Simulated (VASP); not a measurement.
# Sn (Im-3m) in VASP: further runs, part 2 of 3

VASP 6.6.1. The steps go on from the part before.

## Step 4: Single point, LDA

This run uses another cell than the first one, of 27.20 Å³/atom, 1.042 times its volume.

Input file INCAR:

```
ALGO     = Normal         # electronic algorithm
EDIFF    = 1E-6           # SCF threshold, eV
ENCUT    = 520            # plane-wave cutoff, eV
ISIF     = 2              # what is computed and relaxed
ISMEAR   = -1             # smearing method
LASPH    = True           # aspherical terms in the spheres
LCHARG   = True           # write CHGCAR
LELF     = True           # ELF
LREAL    = False          # projectors in reciprocal space
LVHAR    = True         
LWAVE    = False          # write WAVECAR
NBANDS   = 13             # bands
NELM     = 100            # most SCF steps
PREC     = Accurate       # precision mode
SIGMA    = 0.05           # smearing width, eV
```

Input file KPOINTS:

```
k-points
0
Gamma
  10 10 10
```

Input file POSCAR:

```
Sn
1.0
   -1.8946518192      1.8946518192      1.8946518192
    1.8946518192     -1.8946518192      1.8946518192
    1.8946518192      1.8946518192     -1.8946518192
Sn
1
Direct
    0.0000000000      0.0000000000      0.0000000000
```

Potentials or basis: VASP PAW LDA potentials, release 64 (Sn_d).

Launch:

```
> cat potpaw_LDA.64/Sn_d/POTCAR > POTCAR
> mpirun -np 1 vasp_std > vasp.out
```

OUTCAR:

```text
EDIFF = 1E-6
   ENCUT = 520
   ISIF = 2
   ISMEAR = -1
   LASPH = True
   LREAL = False
   NELM = 100
   PREC = Accurate

 ion  position               nearest neighbor table
   1  0.000  0.000  0.000-

  LATTYP: Found a body centered cubic cell.
 ALAT       =     3.7893036384

  Lattice vectors:

 A1 = (  -1.8946518192,   1.8946518192,   1.8946518192)
 A2 = (   1.8946518192,  -1.8946518192,   1.8946518192)
 A3 = (   1.8946518192,   1.8946518192,  -1.8946518192)

Analysis of symmetry for initial positions (statically):
=====================================================================
 Subroutine PRICEL returns:
 Original cell was already a primitive cell.

 Routine SETGRP: Setting up the symmetry group for a
 body centered cubic supercell.

 Subroutine GETGRP returns: Found 48 space group operations
[... 9 lines left out ...]

 Routine SETGRP: Setting up the symmetry group for a
 body centered cubic supercell.

 Subroutine GETGRP returns: Found 48 space group operations
[... 11 lines left out ...]
                                     Primitive cell

  volume of cell :      27.2050

  direct lattice vectors                    reciprocal lattice vectors
    -1.894651819  1.894651819  1.894651819     0.000000000  0.263900731  0.263900731
     1.894651819 -1.894651819  1.894651819     0.263900731  0.000000000  0.263900731
     1.894651819  1.894651819 -1.894651819     0.263900731  0.263900731  0.000000000

  length of vectors
     3.281633214  3.281633214  3.281633214     0.373211993  0.373211993  0.373211993

  position of ions in fractional coordinates (direct lattice)
     0.000000000  0.000000000  0.000000000

  ion indices of the primitive-cell ions
   primitive index   ion index
                 1           1

----------------------------------------------------------------------------------------

 KPOINTS: k-points

Automatic generation of k-mesh.
 Grid dimensions read from file:
[... 78 lines left out ...]
   EMIN   =  10.00;   EMAX   =-10.00  energy-range for DOS
[... 5 lines left out ...]
     AMIX     =   0.40;   BMIX     =  1.00
     AMIX_MAG =   1.60;   BMIX_MAG =  1.00
  volume/ion in A,a.u.               =      27.20       183.59
  Fermi-wavevector in a.u.,A,eV,Ry     =   1.311902  2.479136 23.416813  1.721087
  Thomas-Fermi vector in A             =   2.442332
   LORBIT       =      0    0 simple, 1 ext, 2 COOP (PROOUT), +10 PAW based schemes
   GGA     = CA    functional components
   LHFCALC =     F    Hartree Fock is set to
   AEXX    =    0.0000 exact exchange contribution
   IVDW    =     0    specifies the selected vdW correction
   LEPSILON=     F    determine dielectric tensor
   LRPA    =     F    only Hartree local field effects (RPA)
 non-spin polarized calculation
  energy-cutoff  :      520.00
  volume of cell :       27.20
 maximum number of plane-waves:       751
   NGX = 13   NGY = 13   NGZ = 13

 number of electron      13.9999996 magnetization

 Free energy of the ion-electron system (eV)
  ---------------------------------------------------
  ext. energy  EPLUGINS =         0.00000000
  ---------------------------------------------------
  free energy    TOTEN  =        -4.41106595 eV

  energy without entropy =       -4.40367657  energy(sigma->0) =       -4.40737126

 E-fermi :   7.7600     XC(G=0): -10.6011

 val. band max:        7.6550647830   @ k =   0.2000   0.2000   0.0000
 cond. band min:       7.7611171438   @ k =   0.3000   0.0000   0.0000
 fundamental gap:      0.1060523608
 Fermi energy:         7.7599536749

 k-point     1 :       0.0000    0.0000    0.0000
  band No.  band energies     occupation
      1     -13.6538      2.00000
      2     -13.6538      2.00000
      3     -13.6538      2.00000
      4     -13.5131      2.00000
      5     -13.5131      2.00000
      6      -3.2925      2.00000
      7      15.6240      0.00000
      8      15.6240      0.00000
      9      15.6240      0.00000
     10      20.0140      0.00000
     11      20.0140      0.00000
     12      20.0140      0.00000
     13      20.5953      0.00000
[... 354 lines left out ...]
  band No.  band energies     occupation
      1     -13.6617      2.00000
      2     -13.6161      2.00000
      3     -13.5459      2.00000
      4     -13.5219      2.00000
      5     -13.5107      2.00000
      6      -1.1251      2.00000
      7       7.9386      0.05456
      8      11.6033      0.00000
      9      12.9232      0.00000
     10      16.8310      0.00000
     11      17.8821      0.00000
     12      18.8613      0.00000
     13      24.5896      0.00000

 [... further k-points ...]
[... 5 lines left out ...]
  --------------------------------------------------------------------------------------
  -------------------------------------------------------------------------------------
  Total       -0.5871218     -0.5871218     -0.5871218     -0.0000000     -0.0000000      0.0000000
  in kB      -34.5772610    -34.5772610    -34.5772610     -0.0000000     -0.0000000      0.0000000
  external PRESSURE =     -34.5772610 kB  Pullay stress =       0.0000000 kB

 VOLUME and BASIS-vectors are now :
 -----------------------------------------------------------------------------
  energy-cutoff  :      520.00
  volume of cell :       27.20
      direct lattice vectors                 reciprocal lattice vectors
    -1.894651819  1.894651819  1.894651819     0.000000000  0.263900731  0.263900731
     1.894651819 -1.894651819  1.894651819     0.263900731  0.000000000  0.263900731
     1.894651819  1.894651819 -1.894651819     0.263900731  0.263900731  0.000000000

 POSITION                                       TOTAL-FORCE (eV/Angst)
 -----------------------------------------------------------------------------------
      0.00000      0.00000      0.00000         0.000000      0.000000      0.000000
 -----------------------------------------------------------------------------------
    total drift:                                0.000000      0.000000     -0.000000

  FREE ENERGIE OF THE ION-ELECTRON SYSTEM (eV)
  ---------------------------------------------------
  free  energy   TOTEN  =        -4.4110659486 eV

  energy  without entropy=       -4.4036765708  energy(sigma->0) =       -4.40737126
```

OSZICAR:

```text
N       E                     dE             d eps       ncg     rms          rms(c)
DAV:   1     0.802767305663E+02    0.80277E+02   -0.71603E+03  1242   0.162E+03
DAV:   2     0.132025548265E+01   -0.78956E+02   -0.76631E+02  1297   0.333E+02
DAV:   3    -0.431051614204E+01   -0.56308E+01   -0.56131E+01  1465   0.735E+01
DAV:   4    -0.442430567699E+01   -0.11379E+00   -0.11376E+00  1447   0.111E+01
DAV:   5    -0.442827489096E+01   -0.39692E-02   -0.39692E-02  1584   0.206E+00    0.135E+00
DAV:   6    -0.441568269182E+01    0.12592E-01   -0.11648E-02  1507   0.183E+00    0.737E-01
DAV:   7    -0.441131720155E+01    0.43655E-02   -0.68945E-03  1522   0.129E+00    0.996E-02
DAV:   8    -0.441106510312E+01    0.25210E-03   -0.60857E-04  1497   0.429E-01    0.199E-02
DAV:   9    -0.441106599892E+01   -0.89580E-06   -0.10889E-05  1595   0.382E-02    0.129E-02
DAV:  10    -0.441106594859E+01    0.50324E-07   -0.73644E-07  1031   0.877E-03
   1 F= -.44110659E+01 E0= -.44073713E+01  d E =-.738938E-02
```

stdout:

```text
POSCAR found type information on POSCAR Sn
 POSCAR found :  1 types and       1 ions
 scaLAPACK will be used
 LDA part: xc-table for (Slater(with rela. corr.)+CA(PZ))
 , standard interpolation
 POSCAR, INCAR and KPOINTS ok, starting setup
 FFT: planning ... GRIDC
 FFT: planning ... GRID_SOFT
 FFT: planning ... GRID
 WAVECAR not read
 entering main loop
```

It took 3.6 s on 1 thread of Intel Xeon 6975P-C (Granite Rapids), shared host; peak memory 0.13 GiB.

Results:

```yaml
Free_energy: -4.4111 eV
Pressure: -3.5 GPa
Band_gap_on_the_k_mesh: zero (band 7 reaches 15.62 eV, above the bottom of band 8 at 5.56 eV)
```

Caveat: spin-orbit coupling is left out, which moves the levels of the heavy elements.

## Step 5: Single point, LDA

This run uses another cell than the first one, of 27.75 Å³/atom, 1.062 times its volume.

Input file INCAR:

```
PREC = Accurate ; ENCUT = 520
EDIFF = 1E-7 ; ISMEAR = -1
SIGMA = 0.05 ; LREAL = False
LASPH = True ; NELM = 60
ALGO = Normal ; ISIF = 2
LWAVE = False ; LCHARG = True
LELF = True ; LVHAR = True
NBANDS = 13
```

Input file KPOINTS:

```
Automatic mesh
0
Gamma
  10 10 10
```

Input file POSCAR:

```
Sn
1.0
   -1.9071995479      1.9071995479      1.9071995479
    1.9071995479     -1.9071995479      1.9071995479
    1.9071995479      1.9071995479     -1.9071995479
Sn
1
Direct
    0.0000000000      0.0000000000      0.0000000000
```

Launch:

```
> cat potpaw_LDA.64/Sn_d/POTCAR > POTCAR
> mpirun -np 1 vasp_std > vasp.out
```

Run time: 6.6 s. Hardware: 1 thread of Intel Xeon 6975P-C (Granite Rapids), shared host; peak memory 0.14 GiB.

The run converged. Its results:

| Quantity | Value |
| --- | --- |
| Free energy | -4.3983 eV |
| Pressure | -4.2 GPa |
| Band gap on the k mesh | zero (band 7 reaches 15.21 eV, above the bottom of band 8 at 5.38 eV) |

Levels at points of the mesh, in eV from the Fermi level:
| k point | band 3 | band 4 | band 5 | band 6 | band 7 | band 8 | band 9 | band 10 | band 11 | band 12 |
| --- | --- | --- | --- | --- | --- | --- | --- | --- | --- | --- |
| (0.00, 0.00, 0.00) | -21.40 | -21.26 | -21.26 | -10.90 | 7.69 | 7.69 | 7.69 | 12.22 | 12.22 | 12.22 |
| (0.50, 0.00, 0.00) | -21.27 | -21.27 | -21.18 | -6.41 | -4.24 | 3.52 | 5.37 | 7.96 | 8.34 | 14.83 |
| (0.50, 0.50, 0.50) | -21.20 | -21.20 | -21.20 | -2.68 | -0.42 | -0.42 | -0.42 | 4.01 | 4.01 | 18.15 |

Caveat: spin-orbit coupling is left out, which moves the levels of the heavy elements.

(Continued in part 3 of 3.)
